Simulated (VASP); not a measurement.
Set up this calculation in VASP 6.6.1, as the native input.

```
Task                   : single point
Functional             : pbe exchange, pbesol correlation
Potentials or basis    : VASP PAW PBE potentials, release 64 (C)
Cutoff                 : 600 eV
k mesh                 : 13 × 13 × 13
Occupations            : tetrahedron
Spin                   : collinear spin
Starting moments       : [0.855, 0.145] μB
Fixed moment           : 1 μB
Dipole correction      : no
Further INCAR settings : ALGO = Normal; EDIFF = 1e-06; NBANDS = 15
```

The structure of C lies in POSCAR:

```
C
1.0
    0.0000000000      1.7714007132      1.7714007132
    1.7714007132      0.0000000000      1.7714007132
    1.7714007132      1.7714007132      0.0000000000
C
2
Direct
    0.7500000000      0.7500000000      0.7500000000
    0.5000000000      0.5000000000      0.5000000000
```

The input as run:

INCAR

```
SYSTEM = C
PREC = Accurate ; ENCUT = 600
EDIFF = 1E-6 ; ISMEAR = -5
SIGMA = 0.05 ; LREAL = .False.
LASPH = .True. ; NELM = 200
ALGO = Normal ; ISIF = 2
LWAVE = .False. ; LCHARG = .False.
ISPIN = 2 ; MAGMOM = 0.855 0.145
LORBIT = 11 ; NUPDOWN = 1.0
GGA = LIBXC ; LIBXC1 = GGA_X_PBE
LIBXC2 = GGA_C_PBE_SOL ; NBANDS = 15
GGA_COMPAT = .False.
```

KPOINTS

```
regular mesh
0
Gamma
  13 13 13
  0 0 0
```

Potentials or basis: VASP PAW PBE potentials, release 64 (C).

Run with:

```sh
$ cat potpaw_PBE.64/C/POTCAR > POTCAR
$ mpirun -np 1 vasp_std > vasp.out
```

It gave:

* Pressure: 50.9 GPa
* Net moment: 1.00 μB per cell
* Site moments: C +0.31 μB
* Valence electrons inside the program's atomic spheres: C 2.55

Caveat: the cell stands under pressure; the PAW data sets were made with another functional, which shifts forces and pressure a little; the total moment is fixed, so each spin has its own Fermi level.

Wall time 20 s on 1 thread of Intel(R) Xeon(R) 6975P-C (Granite Rapids), with other jobs on the host, peak memory 0.14 GiB.
